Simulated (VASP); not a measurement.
# Mg (Fd-3m) in VASP: notebook

Aim: see how the results for Mg move with the level of theory and the settings. Levels: PBE, HSE06. Tasks: single point.

All numbers are computed with VASP 6.6.1; they aren't measurements. Logs are shortened: lines on timing, memory, paths and dates and some standing lists are left out, and cuts for length are marked.

**1. The cell of the first run**

The structure is cubic, space group Fd-3m (No. 227). Conventional cell: a = 6.864 Å, b = 6.864 Å, c = 6.864 Å, α = 90.00°, β = 90.00°, γ = 90.00°. Within 3.9 Å of Mg (site symmetry -43m) lie 4 Mg at 2.97 Å.

This isn't the form of Mg at room conditions, which is hcp.

**2. Single point, PBE**

INCAR reads:

```
PREC = Accurate
ENCUT = 520
EDIFF = 1E-6
ISMEAR = -1
SIGMA = 0.1
LREAL = F
LASPH = T
NELM = 60
ALGO = Normal
ISIF = 2
LWAVE = F
LCHARG = F
GGA = PE
NBANDS = 9
```

KPOINTS reads:

```
Automatic mesh
0
Gamma
  4 4 4
```

POSCAR reads:

```
Mg
1.0
    0.0000000000      3.4318472312      3.4318472312
    3.4318472312      0.0000000000      3.4318472312
    3.4318472312      3.4318472312      0.0000000000
Mg
2
Direct
    0.1250000000      0.1250000000      0.1250000000
    0.8750000000      0.8750000000      0.8750000000
```

Potentials or basis: VASP PAW PBE potentials, release 64 (Mg).

Started as:

```console
$ cat potpaw_PBE.64/Mg/POTCAR > POTCAR
$ mpirun -np 1 vasp_std > vasp.out
```

OUTCAR:

```text
PREC = Accurate
   ENCUT = 520
   EDIFF = 1E-6
   ISMEAR = -1
   LREAL = F
   LASPH = T
   NELM = 60
   ISIF = 2
   GGA = PE

 ion  position               nearest neighbor table
   1  0.125  0.125  0.125-   2 2.97   2 2.97   2 2.97   2 2.97
   2  0.875  0.875  0.875-   1 2.97   1 2.97   1 2.97   1 2.97

  LATTYP: Found a face centered cubic cell.
 ALAT       =     6.8636944624

  Lattice vectors:

 A1 = (   0.0000000000,   3.4318472312,   3.4318472312)
 A2 = (   3.4318472312,   0.0000000000,   3.4318472312)
 A3 = (   3.4318472312,   3.4318472312,   0.0000000000)

Analysis of symmetry for initial positions (statically):
=====================================================================
 Subroutine PRICEL returns:
 Original cell was already a primitive cell.

 Routine SETGRP: Setting up the symmetry group for a
 face centered cubic supercell.

 Subroutine GETGRP returns: Found 48 space group operations
 (whereof 12 operations were pure point group operations)
 out of a pool of 48 trial point group operations.

The static configuration has the point symmetry D_3d.
 The point group associated with its full space group is O_h .

Analysis of symmetry for dynamics (positions and initial velocities):
=====================================================================
 Subroutine PRICEL returns:
 Original cell was already a primitive cell.

 Routine SETGRP: Setting up the symmetry group for a
 face centered cubic supercell.

 Subroutine GETGRP returns: Found 48 space group operations
 (whereof 12 operations were pure point group operations)
 out of a pool of 48 trial point group operations.

The dynamic configuration has the point symmetry D_3d.
 The point group associated with its full space group is O_h .

 Subroutine INISYM returns: Found 48 space group operations
 (whereof 12 operations are pure point group operations),
 and found     1 'primitive' translations

----------------------------------------------------------------------------------------

                                     Primitive cell

  volume of cell :      80.8377

  direct lattice vectors                    reciprocal lattice vectors
     0.000000000  3.431847231  3.431847231    -0.145694131  0.145694131  0.145694131
     3.431847231  0.000000000  3.431847231     0.145694131 -0.145694131  0.145694131
     3.431847231  3.431847231  0.000000000     0.145694131  0.145694131 -0.145694131

  length of vectors
     4.853364898  4.853364898  4.853364898     0.252349637  0.252349637  0.252349637

  position of ions in fractional coordinates (direct lattice)
     0.125000000  0.125000000  0.125000000
     0.875000000  0.875000000  0.875000000

  ion indices of the primitive-cell ions
   primitive index   ion index
                 1           1
                 2           2

----------------------------------------------------------------------------------------

 KPOINTS: Automatic mesh

Automatic generation of k-mesh.
 Grid dimensions read from file:
 generate k-points for:    4    4    4

 Generating k-lattice:

  Cartesian coordinates                     Fractional coordinates (reciprocal lattice)
    -0.036423533  0.036423533  0.036423533     0.250000000  0.000000000  0.000000000
     0.036423533 -0.036423533  0.036423533     0.000000000  0.250000000  0.000000000
     0.036423533  0.036423533 -0.036423533     0.000000000  0.000000000  0.250000000

  Length of vectors
     0.063087409  0.063087409  0.063087409

  Shift w.r.t. Gamma in fractional coordinates (k-lattice)
     0.000000000  0.000000000  0.000000000

 Subroutine IBZKPT returns following result:
 ===========================================

 Found      8 irreducible k-points:

 Following reciprocal coordinates:
            Coordinates               Weight
  0.000000  0.000000  0.000000      1.000000
  0.250000  0.000000  0.000000      8.000000
  0.500000  0.000000  0.000000      4.000000
  0.250000  0.250000  0.000000      6.000000
  0.500000  0.250000  0.000000     24.000000
 -0.250000  0.250000  0.000000     12.000000
  0.500000  0.500000  0.000000      3.000000
 -0.250000  0.500000  0.250000      6.000000
   k-points           NKPTS =      8   k-points in BZ     NKDIM =      8   number of bands    NBANDS=      9
   number of dos      NEDOS =    301   number of ions     NIONS =      2
   total plane-waves  NPLWV =  46656
   dimension x,y,z NGX =    36 NGY =   36 NGZ =   36
   dimension x,y,z NGXF=    72 NGYF=   72 NGZF=   72
   ions per type =               2
   NGX,Y,Z   is equivalent  to a cutoff of  12.33, 12.33, 12.33 a.u.
   NGXF,Y,Z  is equivalent  to a cutoff of  24.66, 24.66, 24.66 a.u.
 SYSTEM =  unknown system
   PREC   = accura    normal or accurate (medium, high low for compatibility)
   ISTART =      0    job   : 0-new  1-cont  2-samecut
   ICHARG =      2    charge: 1-file 2-atom 10-const
   ISPIN  =      1    spin polarized calculation?
   LNONCOLLINEAR =      F non collinear calculations
   LSORBIT =      F    spin-orbit coupling
   LASPH  =      T    aspherical Exc in radial PAW
   ENCUT  =  520.0 eV  38.22 Ry    6.18 a.u.   9.02  9.02  9.02*2*pi/ulx,y,z
   NELM   =     60;   NELMIN=  2; NELMDL= -5     # of ELM steps
   EDIFF  = 0.1E-05   stopping-criterion for ELM
   LREAL  =      F    real-space projection
   EDIFFG = 0.1E-04   stopping-criterion for IOM
   NSW    =      0    number of steps for IOM
   IBRION =     -1    ionic relax: 0-MD 1-quasi-New 2-CG
   NFREE  =      0    steps in history (QN), initial steepest desc. (CG)
   ISIF   =      2    stress and relaxation
   ISYM   =      2    0-nonsym 1-usesym 2-fastsym
   POTIM  = 0.5000    time-step for ionic-motion
   TEBEG  =    0.0;   TEEND  =   0.0 temperature during run
   PSTRESS=    0.0 pullay stress
   NELECT =       4.0000    total number of electrons
   NUPDOWN=      -1.0000    fix difference up-down
   EMIN   =  10.00;   EMAX   =-10.00  energy-range for DOS
   EFERMI =   0.00;   METHOD = LEGACY
   ISMEAR =    -1;   SIGMA  =   0.10  broadening in eV -4-tet -1-fermi 0-gaus
   EFERMI_NEDOS =   21; number of points for ismear=-14 and -15
   IALGO  =     38    algorithm
   IMIX   =      4    mixing-type and parameters
     AMIX     =   0.40;   BMIX     =  1.00
     AMIX_MAG =   1.60;   BMIX_MAG =  1.00
  volume/ion in A,a.u.               =      40.42       272.76
  Fermi-wavevector in a.u.,A,eV,Ry     =   0.601022  1.135766  4.914794  0.361227
  Thomas-Fermi vector in A             =   1.653100
   LORBIT       =      0    0 simple, 1 ext, 2 COOP (PROOUT), +10 PAW based schemes
   GGA     = PE    functional components
   LHFCALC =     F    Hartree Fock is set to
   AEXX    =    0.0000 exact exchange contribution
   IVDW    =     0    specifies the selected vdW correction
   LEPSILON=     F    determine dielectric tensor
   LRPA    =     F    only Hartree local field effects (RPA)
 non-spin polarized calculation
  energy-cutoff  :      520.00
  volume of cell :       80.84
 maximum number of plane-waves:      2200
   NGX = 17   NGY = 17   NGZ = 17

 number of electron       4.0000000 magnetization

 Free energy of the ion-electron system (eV)
  ---------------------------------------------------
  ext. energy  EPLUGINS =         0.00000000
  ---------------------------------------------------
  free energy    TOTEN  =        -1.42352894 eV

  energy without entropy =       -1.35737864  energy(sigma->0) =       -1.39045379

 E-fermi :   0.1442     XC(G=0):  -6.6761

 val. band max:        0.0369729814   @ k =  -0.2500   0.5000   0.2500
 cond. band min:       0.1924710036   @ k =  -0.2500   0.2500   0.0000
 fundamental gap:      0.1554980222
 Fermi energy:         0.1441910386

 k-point     1 :       0.0000    0.0000    0.0000
  band No.  band energies     occupation
      1      -4.8426      2.00000
      2       3.2655      0.00000
      3       3.2655      0.00000
      4       3.2655      0.00000
      5       4.3335      0.00000
      6       4.3335      0.00000
      7       4.3335      0.00000
      8       5.8108      0.00000
      9       6.8419      0.00000

 k-point     2 :       0.2500    0.0000    0.0000
  band No.  band energies     occupation
      1      -4.2889      2.00000
      2       0.4149      0.12517
      3       2.6694      0.00000
      4       2.6694      0.00000
      5       4.1786      0.00000
      6       4.8961      0.00000
      7       4.8961      0.00000
      8       6.7681      0.00000
      9       6.7681      0.00000

 k-point     3 :       0.5000    0.0000    0.0000
  band No.  band energies     occupation
      1      -3.1168      2.00000
      2      -1.8044      2.00000
      3       2.4048      0.00000
      4       2.4048      0.00000
      5       3.9022      0.00000
      6       4.4499      0.00000
      7       4.4499      0.00000
      8       6.4379      0.00000
      9       9.2009      0.00000

 k-point     4 :       0.2500    0.2500    0.0000
  band No.  band energies     occupation
      1      -4.0984      2.00000
      2       1.0618      0.00021
      3       1.7349      0.00000
      4       1.7349      0.00000
      5       3.0535      0.00000
      6       4.0025      0.00000
      7       6.7503      0.00000
      8       6.7503      0.00000
      9       7.9866      0.00000

 k-point     5 :       0.5000    0.2500    0.0000
  band No.  band energies     occupation
      1      -2.9134      2.00000
      2      -1.1105      1.99999
      3       0.4557      0.08497
      4       1.5384      0.00000
      5       3.1396      0.00000
      6       5.2606      0.00000
      7       6.3880      0.00000
      8       6.7457      0.00000
      9       9.0447      0.00000

 k-point     6 :      -0.2500    0.2500    0.0000
  band No.  band energies     occupation
      1      -3.4059      2.00000
      2      -0.4240      1.99321
      3       0.1925      0.76318
      4       2.2410      0.00000
      5       3.9208      0.00000
      6       5.8030      0.00000
      7       6.0533      0.00000
      8       6.2036      0.00000
      9       6.7561      0.00000

 k-point     7 :       0.5000    0.5000    0.0000
  band No.  band energies     occupation
      1      -1.9566      2.00000
      2      -1.9566      2.00000
      3       1.0599      0.00021
      4       1.0599      0.00021
      5       2.5381      0.00000
      6       2.5381      0.00000
      7       9.6929      0.00000
      8       9.7014      0.00000
      9       9.9098      0.00000

 k-point     8 :      -0.2500    0.5000    0.2500
  band No.  band energies     occupation
      1      -1.7577      2.00000
      2      -1.7577      2.00000
      3       0.0370      1.49002
      4       0.0370      1.49002
      5       5.1352      0.00000
      6       5.1352      0.00000
      7       5.8810      0.00000
      8       5.8810      0.00000
      9       9.8730      0.00000

------------------------ aborting loop because EDIFF is reached ----------------------------------------

  FORCE on cell =-STRESS in cart. coord.  units (eV):
  Direction    XX          YY          ZZ          XY          YZ          ZX
  --------------------------------------------------------------------------------------
  -------------------------------------------------------------------------------------
  Total       -0.0113834     -0.0113834     -0.0113834      0.0000000      0.0000000     -0.0000000
  in kB       -0.2256151     -0.2256151     -0.2256151      0.0000000      0.0000000     -0.0000000
  external PRESSURE =      -0.2256151 kB  Pullay stress =       0.0000000 kB

 VOLUME and BASIS-vectors are now :
 -----------------------------------------------------------------------------
  energy-cutoff  :      520.00
  volume of cell :       80.84
      direct lattice vectors                 reciprocal lattice vectors
     0.000000000  3.431847231  3.431847231    -0.145694131  0.145694131  0.145694131
     3.431847231  0.000000000  3.431847231     0.145694131 -0.145694131  0.145694131
     3.431847231  3.431847231  0.000000000     0.145694131  0.145694131 -0.145694131

 POSITION                                       TOTAL-FORCE (eV/Angst)
 -----------------------------------------------------------------------------------
      0.85796      0.85796      0.85796         0.000000      0.000000      0.000000
      6.00573      6.00573      6.00573        -0.000000     -0.000000     -0.000000
 -----------------------------------------------------------------------------------
    total drift:                               -0.000000      0.000000      0.000000

  FREE ENERGIE OF THE ION-ELECTRON SYSTEM (eV)
  ---------------------------------------------------
  free  energy   TOTEN  =        -1.4235289376 eV

  energy  without entropy=       -1.3573786368  energy(sigma->0) =       -1.39045379
```

Wall time 9.9 s (1 thread of Intel Xeon 8259CL, shared host); peak memory 0.19 GiB.

What came out:

| Quantity | Value |
| --- | --- |
| Free energy | -1.4235 eV |
| Pressure | 0.0 GPa |
| Band gap on the k mesh | zero (bands 2 and 3 overlap by 3.23 eV) |

Caveat: the k points lie up to 0.40 Å⁻¹ apart, too coarse for converged energies and pressures of a metal.

**3. Single point, HSE06**

POSCAR is that of step 2.

INCAR.step1 reads:

```
SYSTEM = Mg
ALGO = Normal
EDIFF = 1E-5
ENCUT = 520
GGA = PE
ISIF = 2
ISMEAR = -1
LASPH = .TRUE.
LCHARG = .FALSE.
LREAL = .FALSE.
LWAVE = .TRUE.
NBANDS = 9
NELM = 100
PREC = Accurate
SIGMA = 0.1
```

INCAR.step2 reads:

```
SYSTEM = Mg
ALGO = Normal
EDIFF = 1E-6
ENCUT = 520
GGA = PE
HFSCREEN = 0.2079
ISIF = 2
ISMEAR = -1
ISTART = 1
LASPH = .TRUE.
LCHARG = .FALSE.
LHFCALC = .TRUE.
LREAL = .FALSE.
LWAVE = .FALSE.
NBANDS = 9
NELM = 100
PREC = Accurate
PRECFOCK = Normal
SIGMA = 0.1
```

KPOINTS reads:

```
k-points
0
G
  4 4 4
  0 0 0
```

Potentials or basis: VASP PAW PBE potentials, release 64 (Mg).

Started as:

```console
$ cat potpaw_PBE.64/Mg/POTCAR > POTCAR
$ cp INCAR.step1 INCAR
$ mpirun -np 1 vasp_std > vasp.out
$ cp INCAR.step2 INCAR
$ mpirun -np 1 vasp_std > vasp.out
```

It took 3.6 min on 1 thread of Intel Xeon 8259CL, shared host; peak memory 0.3 GiB.

The run converged. Its results:

```
Free energy            : -1.3588 eV
Pressure               : -0.1 GPa
Band gap on the k mesh : zero (bands 2 and 3 overlap by 3.65 eV)
```

Levels at points of the mesh, in eV from the Fermi level:
```tsv
k point	band 1	band 2	band 3	band 4	band 5	band 6
(0.00, 0.00, 0.00)	-5.86	3.51	3.51	3.51	4.60	4.60
(0.50, 0.00, 0.00)	-3.83	-2.28	2.57	2.57	4.10	4.67
(0.50, 0.50, 0.00)	-2.45	-2.45	1.05	1.05	2.58	2.58
```

Caveat: the k points lie up to 0.40 Å⁻¹ apart, too coarse for converged energies and pressures of a metal; the PAW data sets were made with another functional, which shifts forces and pressure a little.
